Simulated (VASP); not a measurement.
# LiBr (Fm-3m) in VASP: further runs, part 2 of 2

VASP 6.6.1.

## (4) Single point, PBE

This run uses another cell than the first one, of 20.92 Å³/atom, 1.064 times its volume.

Contents of INCAR:

```
  PREC = Accurate
  ENCUT = 750
  EDIFF = 1E-6
  ISMEAR = 0
  SIGMA = 0.01
  LREAL = F
  LASPH = T
  NELM = 120
  ALGO = Normal
  ISIF = 2
  LWAVE = F
  LCHARG = F
  GGA = PE
  NBANDS = 12
  GGA_COMPAT = F
```

Contents of KPOINTS:

```
regular mesh
0
Gamma
  6 6 6
```

Contents of POSCAR:

```
LiBr
1.0
    0.0000000000      2.7554040780      2.7554040780
    2.7554040780      0.0000000000      2.7554040780
    2.7554040780      2.7554040780      0.0000000000
Li Br
1 1
Direct
    0.0000000000      0.0000000000      0.0000000000
    0.5000000000      0.5000000000      0.5000000000
```

Potentials or basis: VASP PAW PBE potentials, release 64 (Li_sv, Br).

Launch:

```console
$ cat potpaw_PBE.64/Li_sv/POTCAR potpaw_PBE.64/Br/POTCAR > POTCAR
$ mpirun -np 1 vasp_std > vasp.out
```

OUTCAR:

```text
PREC = Accurate
   ENCUT = 750
   EDIFF = 1E-6
   ISMEAR = 0
   LREAL = F
   LASPH = T
   NELM = 120
   ISIF = 2
   GGA = PE

 ion  position               nearest neighbor table
   1  0.000  0.000  0.000-
   2  0.500  0.500  0.500-

  LATTYP: Found a face centered cubic cell.
 ALAT       =     5.5108081560

  Lattice vectors:

 A1 = (   0.0000000000,   2.7554040780,   2.7554040780)
 A2 = (   2.7554040780,   0.0000000000,   2.7554040780)
 A3 = (   2.7554040780,   2.7554040780,   0.0000000000)

Analysis of symmetry for initial positions (statically):
=====================================================================
 Subroutine PRICEL returns:
 Original cell was already a primitive cell.

 Routine SETGRP: Setting up the symmetry group for a
 face centered cubic supercell.

 Subroutine GETGRP returns: Found 48 space group operations
 (whereof 48 operations were pure point group operations)
 out of a pool of 48 trial point group operations.

The static configuration has the point symmetry O_h .

Analysis of symmetry for dynamics (positions and initial velocities):
=====================================================================
 Subroutine PRICEL returns:
 Original cell was already a primitive cell.

 Routine SETGRP: Setting up the symmetry group for a
 face centered cubic supercell.

 Subroutine GETGRP returns: Found 48 space group operations
 (whereof 48 operations were pure point group operations)
 out of a pool of 48 trial point group operations.

The dynamic configuration has the point symmetry O_h .

 Subroutine INISYM returns: Found 48 space group operations
 (whereof 48 operations are pure point group operations),
 and found     1 'primitive' translations

----------------------------------------------------------------------------------------

                                     Primitive cell

  volume of cell :      41.8394

  direct lattice vectors                    reciprocal lattice vectors
     0.000000000  2.755404078  2.755404078    -0.181461588  0.181461588  0.181461588
     2.755404078  0.000000000  2.755404078     0.181461588 -0.181461588  0.181461588
     2.755404078  2.755404078  0.000000000     0.181461588  0.181461588 -0.181461588

  length of vectors
     3.896729817  3.896729817  3.896729817     0.314300690  0.314300690  0.314300690

  position of ions in fractional coordinates (direct lattice)
     0.000000000  0.000000000  0.000000000
     0.500000000  0.500000000  0.500000000

  ion indices of the primitive-cell ions
   primitive index   ion index
                 1           1
                 2           2

----------------------------------------------------------------------------------------

 KPOINTS: regular mesh

Automatic generation of k-mesh.
 Grid dimensions read from file:
 generate k-points for:    6    6    6

 Generating k-lattice:

  Cartesian coordinates                     Fractional coordinates (reciprocal lattice)
    -0.030243598  0.030243598  0.030243598     0.166666667  0.000000000  0.000000000
     0.030243598 -0.030243598  0.030243598     0.000000000  0.166666667  0.000000000
     0.030243598  0.030243598 -0.030243598     0.000000000  0.000000000  0.166666667

  Length of vectors
     0.052383448  0.052383448  0.052383448

  Shift w.r.t. Gamma in fractional coordinates (k-lattice)
     0.000000000  0.000000000  0.000000000

 Subroutine IBZKPT returns following result:
 ===========================================

 Found     16 irreducible k-points:

 Following reciprocal coordinates:
            Coordinates               Weight
  0.000000  0.000000  0.000000      1.000000
  0.166667  0.000000  0.000000      8.000000
  0.333333  0.000000  0.000000      8.000000
  0.500000  0.000000  0.000000      4.000000
  0.166667  0.166667  0.000000      6.000000
  0.333333  0.166667  0.000000     24.000000
[... 8 lines left out ...]
 -0.333333  0.333333  0.166667     24.000000
 -0.333333  0.500000  0.166667     12.000000
   k-points           NKPTS =     16   k-points in BZ     NKDIM =     16   number of bands    NBANDS=     12
   number of dos      NEDOS =    301   number of ions     NIONS =      2
   total plane-waves  NPLWV =  46656
   dimension x,y,z NGX =    36 NGY =   36 NGZ =   36
   dimension x,y,z NGXF=    72 NGYF=   72 NGZF=   72
   ions per type =               1   1
   NGX,Y,Z   is equivalent  to a cutoff of  15.36, 15.36, 15.36 a.u.
   NGXF,Y,Z  is equivalent  to a cutoff of  30.72, 30.72, 30.72 a.u.
 SYSTEM =  unknown system
   PREC   = accura    normal or accurate (medium, high low for compatibility)
   ISTART =      0    job   : 0-new  1-cont  2-samecut
   ICHARG =      2    charge: 1-file 2-atom 10-const
   ISPIN  =      1    spin polarized calculation?
   LNONCOLLINEAR =      F non collinear calculations
   LSORBIT =      F    spin-orbit coupling
   LASPH  =      T    aspherical Exc in radial PAW
   ENCUT  =  750.0 eV  55.12 Ry    7.42 a.u.   8.70  8.70  8.70*2*pi/ulx,y,z
   NELM   =    120;   NELMIN=  2; NELMDL= -5     # of ELM steps
   EDIFF  = 0.1E-05   stopping-criterion for ELM
   LREAL  =      F    real-space projection
   EDIFFG = 0.1E-04   stopping-criterion for IOM
   NSW    =      0    number of steps for IOM
   IBRION =     -1    ionic relax: 0-MD 1-quasi-New 2-CG
   NFREE  =      0    steps in history (QN), initial steepest desc. (CG)
   ISIF   =      2    stress and relaxation
   ISYM   =      2    0-nonsym 1-usesym 2-fastsym
   POTIM  = 0.5000    time-step for ionic-motion
   TEBEG  =    0.0;   TEEND  =   0.0 temperature during run
   PSTRESS=    0.0 pullay stress
   NELECT =      10.0000    total number of electrons
   NUPDOWN=      -1.0000    fix difference up-down
   EMIN   =  10.00;   EMAX   =-10.00  energy-range for DOS
   EFERMI =   0.00;   METHOD = LEGACY
   ISMEAR =     0;   SIGMA  =   0.01  broadening in eV -4-tet -1-fermi 0-gaus
   EFERMI_NEDOS =   21; number of points for ismear=-14 and -15
   IALGO  =     38    algorithm
   IMIX   =      4    mixing-type and parameters
     AMIX     =   0.40;   BMIX     =  1.00
     AMIX_MAG =   1.60;   BMIX_MAG =  1.00
  volume/ion in A,a.u.               =      20.92       141.17
  Fermi-wavevector in a.u.,A,eV,Ry     =   1.015967  1.919899 14.043779  1.032189
  Thomas-Fermi vector in A             =   2.149283
   LORBIT       =      0    0 simple, 1 ext, 2 COOP (PROOUT), +10 PAW based schemes
   GGA     = PE    functional components
   LHFCALC =     F    Hartree Fock is set to
   AEXX    =    0.0000 exact exchange contribution
   IVDW    =     0    specifies the selected vdW correction
   LEPSILON=     F    determine dielectric tensor
   LRPA    =     F    only Hartree local field effects (RPA)
 non-spin polarized calculation
 Gauss-broadening in eV      SIGMA  =   0.01
  energy-cutoff  :      750.00
  volume of cell :       41.84
 maximum number of plane-waves:      1965
   NGX = 17   NGY = 17   NGZ = 17

 number of electron      10.0000001 magnetization

 Free energy of the ion-electron system (eV)
  ---------------------------------------------------
  ext. energy  EPLUGINS =         0.00000000
  ---------------------------------------------------
  free energy    TOTEN  =        -6.64121628 eV

  energy without entropy =       -6.64121628  energy(sigma->0) =       -6.64121628

 E-fermi :   0.4556     XC(G=0):  -8.4038

 val. band max:        0.2750615624   @ k =   0.0000   0.0000   0.0000
 cond. band min:       5.1943867455   @ k =   0.0000   0.0000   0.0000
 fundamental gap:      4.9193251830
 Fermi energy:         0.4555595060

 k-point     1 :       0.0000    0.0000    0.0000
  band No.  band energies     occupation
      1     -44.1309      2.00000
      2     -13.1393      2.00000
      3       0.2751      2.00000
      4       0.2751      2.00000
      5       0.2751      2.00000
      6       5.1944      0.00000
      7      10.7713      0.00000
      8      10.7713      0.00000
      9      10.7713      0.00000
     10      12.4921      0.00000
     11      12.4921      0.00000
     12      12.4921      0.00000
[... 211 lines left out ...]
 k-point    16 :      -0.3333    0.5000    0.1667
  band No.  band energies     occupation
      1     -44.1296      2.00000
      2     -12.4907      2.00000
      3      -2.2329      2.00000
      4      -1.3930      2.00000
      5      -0.8525      2.00000
      6       7.4158      0.00000
      7       8.5860      0.00000
      8      10.0383      0.00000
      9      10.7888      0.00000
     10      13.3418      0.00000
     11      15.5048      0.00000
     12      17.4691      0.00000

------------------------ aborting loop because EDIFF is reached ----------------------------------------

  FORCE on cell =-STRESS in cart. coord.  units (eV):
  Direction    XX          YY          ZZ          XY          YZ          ZX
  --------------------------------------------------------------------------------------
  -------------------------------------------------------------------------------------
  Total       -0.0110845     -0.0110845     -0.0110845     -0.0000000      0.0000000      0.0000000
  in kB       -0.4244634     -0.4244634     -0.4244634     -0.0000000      0.0000000      0.0000000
  external PRESSURE =      -0.4244634 kB  Pullay stress =       0.0000000 kB

 VOLUME and BASIS-vectors are now :
 -----------------------------------------------------------------------------
  energy-cutoff  :      750.00
  volume of cell :       41.84
      direct lattice vectors                 reciprocal lattice vectors
     0.000000000  2.755404078  2.755404078    -0.181461588  0.181461588  0.181461588
     2.755404078  0.000000000  2.755404078     0.181461588 -0.181461588  0.181461588
     2.755404078  2.755404078  0.000000000     0.181461588  0.181461588 -0.181461588

 POSITION                                       TOTAL-FORCE (eV/Angst)
 -----------------------------------------------------------------------------------
      0.00000      0.00000      0.00000         0.000000      0.000000      0.000000
      2.75540      2.75540      2.75540        -0.000000     -0.000000     -0.000000
 -----------------------------------------------------------------------------------
    total drift:                                0.000000      0.000000      0.000000

  FREE ENERGIE OF THE ION-ELECTRON SYSTEM (eV)
  ---------------------------------------------------
  free  energy   TOTEN  =        -6.6412162767 eV

  energy  without entropy=       -6.6412162767  energy(sigma->0) =       -6.64121628
```

OSZICAR:

```text
N       E                     dE             d eps       ncg     rms          rms(c)
DAV:   1     0.495322071221E+02    0.49532E+02   -0.47947E+03   384   0.961E+02
DAV:   2    -0.332390091667E+01   -0.52856E+02   -0.49791E+02   500   0.151E+02
DAV:   3    -0.658352857238E+01   -0.32596E+01   -0.32454E+01   520   0.391E+01
DAV:   4    -0.666907396003E+01   -0.85545E-01   -0.85522E-01   512   0.553E+00
DAV:   5    -0.666992179266E+01   -0.84783E-03   -0.84783E-03   516   0.508E-01    0.195E+00
DAV:   6    -0.663642048795E+01    0.33501E-01   -0.65113E-02   476   0.117E+00    0.119E+00
DAV:   7    -0.663874580272E+01   -0.23253E-02   -0.39121E-02   532   0.104E+00    0.440E-01
DAV:   8    -0.664118510808E+01   -0.24393E-02   -0.42440E-03   460   0.439E-01    0.678E-02
DAV:   9    -0.664118001721E+01    0.50909E-05   -0.10525E-04   456   0.747E-02    0.260E-02
DAV:  10    -0.664121525733E+01   -0.35240E-04   -0.54212E-05   460   0.481E-02    0.146E-02
DAV:  11    -0.664121634020E+01   -0.10829E-05   -0.52458E-06   472   0.130E-02    0.365E-03
DAV:  12    -0.664121627667E+01    0.63530E-07   -0.26750E-07   372   0.369E-03
   1 F= -.66412163E+01 E0= -.66412163E+01  d E =-.252946-145
```

stdout:

```text
POSCAR found type information on POSCAR LiBr
 POSCAR found :  2 types and       2 ions
 scaLAPACK will be used
 LDA part: xc-table for (Slater+PW92), standard interpolation
 POSCAR, INCAR and KPOINTS ok, starting setup
 FFT: planning ... GRIDC
 FFT: planning ... GRID_SOFT
 FFT: planning ... GRID
 WAVECAR not read
 entering main loop
```

Wall time 24 s (1 thread of Intel Xeon 8259CL, shared host); peak memory 0.21 GiB.

Results:

```yaml
Free_energy: -6.6412 eV
Pressure: 0.0 GPa
Band_gap_on_the_k_mesh: 4.92 eV, direct
```

## (5) The runs side by side

| cell | gap on the mesh (eV) | pressure (GPa) |
| --- | --- | --- |
| a = 3.817 Å, angles 60.0°, 2 atoms | 5.20 | 1.8 |
| a = 3.857 Å, angles 60.0°, 2 atoms | 5.05 | 0.8 |
| a = 3.897 Å, angles 60.0°, 2 atoms | 4.92 | 0.0 |

Alike in all rows: task single point; level PBE; potentials or basis VASP PAW PBE potentials, release 64 (Li_sv, Br); no spin polarisation; k mesh 6 × 6 × 6; cutoff (eV) 750; smearing gaussian 0.01 eV.

Absolute energies hang on the potentials; compare differences alone.
